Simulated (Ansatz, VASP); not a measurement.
**One calculation of Re, two programs**

The input INCAR:

```
PREC = Accurate ; ENCUT = 520
EDIFF = 1E-6 ; ISMEAR = 0
SIGMA = 0.15 ; LREAL = F
LASPH = T ; NELM = 100
ALGO = Normal ; ISIF = 2
LWAVE = F ; LCHARG = F
NBANDS = 14
```

File KPOINTS:

```
regular mesh
0
Gamma
  21 21 12
```

The input POSCAR:

```
Re
1.0
    2.6823762872      0.0000000000      0.0000000000
   -1.3411881436      2.4666971004      0.0000000000
    0.0000000000      0.0000000000      4.4735766300
Re
2
Direct
    0.3333333333      0.6666666667      0.2500000000
    0.6666666667      0.3333333333      0.7500000000
```

Input for Ansatz:

```yaml
crystal:
  lattice:
    - [2.6823762872, 0.0, 0.0]
    - [-1.3411881436, 2.4666971004, 0.0]
    - [0.0, 0.0, 4.47357663]
  atoms:
    - { symbol: Re, position: [0.3333333333, 0.6666666667, 0.25] }
    - { symbol: Re, position: [0.6666666667, 0.3333333333, 0.75] }
basis:
  ecutwfc: 420
kpoints:
  mp_grid: { grid: [21, 21, 12] }
hamiltonian:
  xc: lda
scf:
  occupations: { method: gaussian, width: 0.15 }
output:
  forces: true
  stress: true
  eigenvalues: true
```

Change from the starting cell: strain -0.0300 x Voigt [1, -1, 0, 0, 0, 0], atoms carried along.

Alike in both runs: task single point; functional LDA; k mesh 21 × 21 × 12; occupations gaussian, width 0.15 eV; no spin polarisation.

|  | VASP | Ansatz |
| --- | --- | --- |
| version | VASP 6.6.1 | Ansatz 0.2.0 |
| potentials or method | VASP PAW LDA potentials, release 64 (Re), cutoff 520 eV | scalar-relativistic, plane waves, PAW |
| valence electrons in the cell | 14 | 30 |

VASP gave:

* gap on the k mesh at the Fermi level (eV): none
* pressure (GPa): -10.0
* traceless stress, the component that is largest in VASP (GPa): 11.81
* rms of the force components (eV/Å): 0.102

Q: Estimate Ansatz's values.

A: gap on the k mesh at the Fermi level (eV): none; pressure (GPa): -11.2; traceless stress, the component that is largest in VASP (GPa): 11.85; rms of the force components (eV/Å): 0.103.

LDA's correlation is that of Perdew and Zunger in VASP and of Perdew and Wang (1992) in Ansatz. Atom by atom the forces differ by 0.000 eV/Å (rms over components). A gap of «none» marks a metal or a gap that the smearing closes. VASP's potentials hold 14 valence electrons a cell and Ansatz's 30, so a difference there can come from the potentials and not from the codes.

Neither program's run includes spin-orbit coupling.
